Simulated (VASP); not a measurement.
# ScAl3 (Pm-3m) in VASP: a series of runs

Aim: see how the results for ScAl3 move with the level of theory and the settings. Levels: PBE, RPBE+D3(BJ), RPBE+D4, revPBE+D3(BJ). Tasks: single point, relaxation of cell and atoms.

Everything below comes from runs of VASP 6.6.1. Logs are shortened: lines on timing, memory, paths and dates and some standing lists are left out, and cuts for length are marked.

### Step 1. The cell of the first run

It takes space group Pm-3m (No. 221, cubic). Conventional cell: a = 4.088 Å, b = 4.088 Å, c = 4.088 Å, α = 90.00°, β = 90.00°, γ = 90.00°. Within 3.8 Å of Sc (site symmetry m-3m) lie 12 Al at 2.89 Å. Al (site symmetry 4/mmm) has 4 Sc at 2.89 Å and 8 Al at 2.89 Å within 3.8 Å.

### Step 2. Single point, PBE

INCAR

```
SYSTEM = ScAl3
ALGO = Normal ; EDIFF = 1E-6
ENCUT = 520 ; GGA = PE
ISIF = 2 ; ISMEAR = 0
LASPH = .True. ; LCHARG = .False.
LREAL = .False. ; LWAVE = .False.
NBANDS = 18 ; NELM = 60
PREC = Accurate ; SIGMA = 0.027000000000000003
```

KPOINTS

```
k-points
0
Gamma
  7 7 7
  0 0 0
```

POSCAR

```
ScAl3
1.0
    4.0878065700      0.0000000000      0.0000000000
    0.0000000000      4.0878065700      0.0000000000
    0.0000000000      0.0000000000      4.0878065700
Sc Al
1 3
Direct
    0.0000000000      0.0000000000      0.0000000000
    0.5000000000      0.5000000000      0.0000000000
    0.0000000000      0.5000000000      0.5000000000
    0.5000000000      0.0000000000      0.5000000000
```

Potentials or basis: VASP PAW PBE potentials, release 64 (Sc_sv, Al).

Command:

```console
$ cat potpaw_PBE.64/Sc_sv/POTCAR potpaw_PBE.64/Al/POTCAR > POTCAR
$ mpirun -np 1 vasp_std > vasp.out
```

OUTCAR:

```text
SYSTEM = ScAl3
   EDIFF = 1E-6
   ENCUT = 520
   GGA = PE
   ISIF = 2
   ISMEAR = 0
   LASPH = .True.
   LREAL = .False.
   NELM = 60
   PREC = Accurate

 ion  position               nearest neighbor table
   1  0.000  0.000  0.000-   2 2.89   3 2.89   4 2.89   3 2.89   4 2.89   2 2.89   3 2.89   3 2.89
                             2 2.89   4 2.89   4 2.89   2 2.89
   2  0.500  0.500  0.000-   1 2.89   3 2.89   4 2.89   3 2.89   4 2.89   1 2.89   4 2.89   4 2.89
                             1 2.89   3 2.89   3 2.89   1 2.89
   3  0.000  0.500  0.500-   1 2.89   2 2.89   4 2.89   1 2.89   2 2.89   1 2.89   4 2.89   1 2.89
                             2 2.89   4 2.89   2 2.89   4 2.89
   4  0.500  0.000  0.500-   1 2.89   2 2.89   3 2.89   1 2.89   2 2.89   2 2.89   3 2.89   2 2.89
                             1 2.89   3 2.89   1 2.89   3 2.89

  LATTYP: Found a simple cubic cell.
 ALAT       =     4.0878065700

  Lattice vectors:

 A1 = (   4.0878065700,   0.0000000000,   0.0000000000)
 A2 = (   0.0000000000,   4.0878065700,   0.0000000000)
 A3 = (   0.0000000000,   0.0000000000,   4.0878065700)

Analysis of symmetry for initial positions (statically):
=====================================================================
 Subroutine PRICEL returns:
 Original cell was already a primitive cell.

 Routine SETGRP: Setting up the symmetry group for a
 simple cubic supercell.

 Subroutine GETGRP returns: Found 48 space group operations
 (whereof 48 operations were pure point group operations)
 out of a pool of 48 trial point group operations.

The static configuration has the point symmetry O_h .

Analysis of symmetry for dynamics (positions and initial velocities):
=====================================================================
 Subroutine PRICEL returns:
 Original cell was already a primitive cell.

 Routine SETGRP: Setting up the symmetry group for a
 simple cubic supercell.

 Subroutine GETGRP returns: Found 48 space group operations
 (whereof 48 operations were pure point group operations)
 out of a pool of 48 trial point group operations.

The dynamic configuration has the point symmetry O_h .

 Subroutine INISYM returns: Found 48 space group operations
 (whereof 48 operations are pure point group operations),
 and found     1 'primitive' translations

----------------------------------------------------------------------------------------

                                     Primitive cell

  volume of cell :      68.3079

  direct lattice vectors                    reciprocal lattice vectors
     4.087806570  0.000000000  0.000000000     0.244629970  0.000000000  0.000000000
     0.000000000  4.087806570  0.000000000     0.000000000  0.244629970  0.000000000
     0.000000000  0.000000000  4.087806570     0.000000000  0.000000000  0.244629970

  length of vectors
     4.087806570  4.087806570  4.087806570     0.244629970  0.244629970  0.244629970

  position of ions in fractional coordinates (direct lattice)
     0.000000000  0.000000000  0.000000000
     0.500000000  0.500000000  0.000000000
     0.000000000  0.500000000  0.500000000
     0.500000000  0.000000000  0.500000000

  ion indices of the primitive-cell ions
   primitive index   ion index
                 1           1
                 2           2
                 3           3
                 4           4

----------------------------------------------------------------------------------------

 KPOINTS: k-points

Automatic generation of k-mesh.
 Grid dimensions read from file:
 generate k-points for:    7    7    7

 Generating k-lattice:

  Cartesian coordinates                     Fractional coordinates (reciprocal lattice)
     0.034947139  0.000000000  0.000000000     0.142857143  0.000000000  0.000000000
     0.000000000  0.034947139  0.000000000     0.000000000  0.142857143  0.000000000
     0.000000000  0.000000000  0.034947139     0.000000000  0.000000000  0.142857143

  Length of vectors
     0.034947139  0.034947139  0.034947139

  Shift w.r.t. Gamma in fractional coordinates (k-lattice)
     0.000000000  0.000000000  0.000000000

 Subroutine IBZKPT returns following result:
 ===========================================

 Found     20 irreducible k-points:

 Following reciprocal coordinates:
            Coordinates               Weight
  0.000000  0.000000  0.000000      1.000000
  0.142857  0.000000  0.000000      6.000000
  0.285714  0.000000  0.000000      6.000000
  0.428571  0.000000  0.000000      6.000000
  0.142857  0.142857  0.000000     12.000000
  0.285714  0.142857  0.000000     24.000000
[... 12 lines left out ...]
  0.428571  0.428571  0.285714     24.000000
  0.428571  0.428571  0.428571      8.000000
   k-points           NKPTS =     20   k-points in BZ     NKDIM =     20   number of bands    NBANDS=     18
   number of dos      NEDOS =    301   number of ions     NIONS =      4
   total plane-waves  NPLWV =  27000
   dimension x,y,z NGX =    30 NGY =   30 NGZ =   30
   dimension x,y,z NGXF=    60 NGYF=   60 NGZF=   60
   ions per type =               1   3
   NGX,Y,Z   is equivalent  to a cutoff of  12.20, 12.20, 12.20 a.u.
   NGXF,Y,Z  is equivalent  to a cutoff of  24.40, 24.40, 24.40 a.u.
 SYSTEM =  ScAl3
   PREC   = accura    normal or accurate (medium, high low for compatibility)
   ISTART =      0    job   : 0-new  1-cont  2-samecut
   ICHARG =      2    charge: 1-file 2-atom 10-const
   ISPIN  =      1    spin polarized calculation?
   LNONCOLLINEAR =      F non collinear calculations
   LSORBIT =      F    spin-orbit coupling
   LASPH  =      T    aspherical Exc in radial PAW
   ENCUT  =  520.0 eV  38.22 Ry    6.18 a.u.   7.60  7.60  7.60*2*pi/ulx,y,z
   NELM   =     60;   NELMIN=  2; NELMDL= -5     # of ELM steps
   EDIFF  = 0.1E-05   stopping-criterion for ELM
   LREAL  =      F    real-space projection
   EDIFFG = 0.1E-04   stopping-criterion for IOM
   NSW    =      0    number of steps for IOM
   IBRION =     -1    ionic relax: 0-MD 1-quasi-New 2-CG
   NFREE  =      0    steps in history (QN), initial steepest desc. (CG)
   ISIF   =      2    stress and relaxation
   ISYM   =      2    0-nonsym 1-usesym 2-fastsym
   POTIM  = 0.5000    time-step for ionic-motion
   TEBEG  =    0.0;   TEEND  =   0.0 temperature during run
   PSTRESS=    0.0 pullay stress
   NELECT =      20.0000    total number of electrons
   NUPDOWN=      -1.0000    fix difference up-down
   EMIN   =  10.00;   EMAX   =-10.00  energy-range for DOS
   EFERMI =   0.00;   METHOD = LEGACY
   ISMEAR =     0;   SIGMA  =   0.03  broadening in eV -4-tet -1-fermi 0-gaus
   EFERMI_NEDOS =   21; number of points for ismear=-14 and -15
   IALGO  =     38    algorithm
   IMIX   =      4    mixing-type and parameters
     AMIX     =   0.40;   BMIX     =  1.00
     AMIX_MAG =   1.60;   BMIX_MAG =  1.00
  volume/ion in A,a.u.               =      17.08       115.24
  Fermi-wavevector in a.u.,A,eV,Ry     =   1.087079  2.054282 16.078563  1.181741
  Thomas-Fermi vector in A             =   2.223230
   LORBIT       =      0    0 simple, 1 ext, 2 COOP (PROOUT), +10 PAW based schemes
   GGA     = PE    functional components
   LHFCALC =     F    Hartree Fock is set to
   AEXX    =    0.0000 exact exchange contribution
   IVDW    =     0    specifies the selected vdW correction
   LEPSILON=     F    determine dielectric tensor
   LRPA    =     F    only Hartree local field effects (RPA)
 non-spin polarized calculation
 Gauss-broadening in eV      SIGMA  =   0.03
  energy-cutoff  :      520.00
  volume of cell :       68.31
 maximum number of plane-waves:      1850
   NGX = 15   NGY = 15   NGZ = 15

 number of electron      19.9999996 magnetization

 Free energy of the ion-electron system (eV)
  ---------------------------------------------------
  ext. energy  EPLUGINS =         0.00000000
  ---------------------------------------------------
  free energy    TOTEN  =       -19.29460437 eV

  energy without entropy =      -19.29328916  energy(sigma->0) =      -19.29394676

 E-fermi :   7.1234     XC(G=0): -10.4165

 val. band max:        7.1104475766   @ k =   0.4286   0.4286   0.1429
 cond. band min:       7.1998059411   @ k =   0.2857   0.0000   0.0000
 fundamental gap:      0.0893583646
 Fermi energy:         7.1233708823

 k-point     1 :       0.0000    0.0000    0.0000
  band No.  band energies     occupation
      1     -41.7091      2.00000
      2     -20.4122      2.00000
      3     -20.4122      2.00000
      4     -20.4122      2.00000
      5      -2.7559      2.00000
      6       4.6503      2.00000
[... 10 lines left out ...]
     17      12.5713      0.00000
     18      12.5713      0.00000

 k-point     2 :       0.1429    0.0000    0.0000
  band No.  band energies     occupation
      1     -41.7088      2.00000
      2     -20.4183      2.00000
      3     -20.4117      2.00000
      4     -20.4117      2.00000
      5      -2.5681      2.00000
      6       3.3872      2.00000
[... 10 lines left out ...]
     17      12.6495      0.00000
     18      12.6495      0.00000

 k-point     3 :       0.2857    0.0000    0.0000
  band No.  band energies     occupation
      1     -41.7083      2.00000
      2     -20.4320      2.00000
      3     -20.4107      2.00000
      4     -20.4107      2.00000
      5      -2.0175      2.00000
      6       1.7392      2.00000
[... 10 lines left out ...]
     17      12.0367      0.00000
     18      13.2311      0.00000

 k-point     4 :       0.4286    0.0000    0.0000
  band No.  band energies     occupation
      1     -41.7079      2.00000
      2     -20.4429      2.00000
      3     -20.4098      2.00000
      4     -20.4098      2.00000
      5      -1.1772      2.00000
      6       0.3126      2.00000
[... 291 lines left out ...]
      4     -20.4258      2.00000
      5       0.0847      2.00000
      6       1.5990      2.00000
[... 10 lines left out ...]
     17      12.2553      0.00000
     18      13.4423      0.00000

 k-point    19 :       0.4286    0.4286    0.2857
  band No.  band energies     occupation
      1     -41.7060      2.00000
      2     -20.4363      2.00000
      3     -20.4361      2.00000
      4     -20.4250      2.00000
      5       0.7793      2.00000
      6       2.1209      2.00000
[... 10 lines left out ...]
     17      11.4957      0.00000
     18      14.4896      0.00000

 k-point    20 :       0.4286    0.4286    0.4286
  band No.  band energies     occupation
      1     -41.7056      2.00000
      2     -20.4349      2.00000
      3     -20.4346      2.00000
      4     -20.4346      2.00000
      5       1.5024      2.00000
      6       2.4864      2.00000
[... 10 lines left out ...]
     17      11.3524      0.00000
     18      16.6205      0.00000

------------------------ aborting loop because EDIFF is reached ----------------------------------------

  FORCE on cell =-STRESS in cart. coord.  units (eV):
  Direction    XX          YY          ZZ          XY          YZ          ZX
  --------------------------------------------------------------------------------------
  -------------------------------------------------------------------------------------
  Total        0.4804824      0.4804824      0.4804824      0.0000000      0.0000000     -0.0000000
  in kB       11.2698221     11.2698221     11.2698221      0.0000000      0.0000000     -0.0000000
  external PRESSURE =      11.2698221 kB  Pullay stress =       0.0000000 kB

 VOLUME and BASIS-vectors are now :
 -----------------------------------------------------------------------------
  energy-cutoff  :      520.00
  volume of cell :       68.31
      direct lattice vectors                 reciprocal lattice vectors
     4.087806570  0.000000000  0.000000000     0.244629970  0.000000000  0.000000000
     0.000000000  4.087806570  0.000000000     0.000000000  0.244629970  0.000000000
     0.000000000  0.000000000  4.087806570     0.000000000  0.000000000  0.244629970

 POSITION                                       TOTAL-FORCE (eV/Angst)
 -----------------------------------------------------------------------------------
      0.00000      0.00000      0.00000         0.000000      0.000000      0.000000
      2.04390      2.04390      0.00000         0.000000      0.000000      0.000000
      0.00000      2.04390      2.04390         0.000000      0.000000      0.000000
      2.04390      0.00000      2.04390         0.000000      0.000000      0.000000
 -----------------------------------------------------------------------------------
    total drift:                                0.000000     -0.000000      0.000000

  FREE ENERGIE OF THE ION-ELECTRON SYSTEM (eV)
  ---------------------------------------------------
  free  energy   TOTEN  =       -19.2946043656 eV

  energy  without entropy=      -19.2932891634  energy(sigma->0) =      -19.29394676
```

Wall time 36 s (1 thread of Intel Xeon 8259CL, shared host); peak memory 0.17 GiB.

What came out:

```
Free energy            : -19.2946 eV
Pressure               : 1.1 GPa
Band gap on the k mesh : zero (band 10 reaches 8.28 eV, above the bottom of band 11 at 4.60 eV)
```

### Step 3. Single point, PBE

INCAR

```
PREC = Accurate
ENCUT = 520
EDIFF = 1E-6
ISMEAR = 0
SIGMA = 0.028000000000000004
LREAL = False
LASPH = True
NELM = 80
ALGO = Fast
ISIF = 2
LWAVE = False
LCHARG = True
GGA = PE
LELF = True
LVHAR = True
NBANDS = 18
```

KPOINTS

```
Automatic mesh
0
Gamma
  7 7 7
```

POSCAR is that of step 2.

Potentials or basis: VASP PAW PBE potentials, release 64 (Sc_sv, Al).

Command:

```console
$ cat potpaw_PBE.64/Sc_sv/POTCAR potpaw_PBE.64/Al/POTCAR > POTCAR
$ mpirun -np 1 vasp_std > vasp.out
```

Run time: 44 s. Hardware: 1 thread of Intel Xeon 8259CL, shared host; peak memory 0.17 GiB.

It converged, with:

```yaml
Free_energy: -19.2947 eV
Pressure: 1.1 GPa
Band_gap_on_the_k_mesh: zero (band 10 reaches 8.28 eV, above the bottom of band 11 at 4.60 eV)
```

Levels at points of the mesh, in eV from the Fermi level:
```tsv
k point	band 8	band 9	band 10	band 11	band 12	band 13
(0.00, 0.00, 0.00)	-1.66	-1.66	-1.66	1.42	1.45	1.45
```

(Part 1 of 4 ends here.)
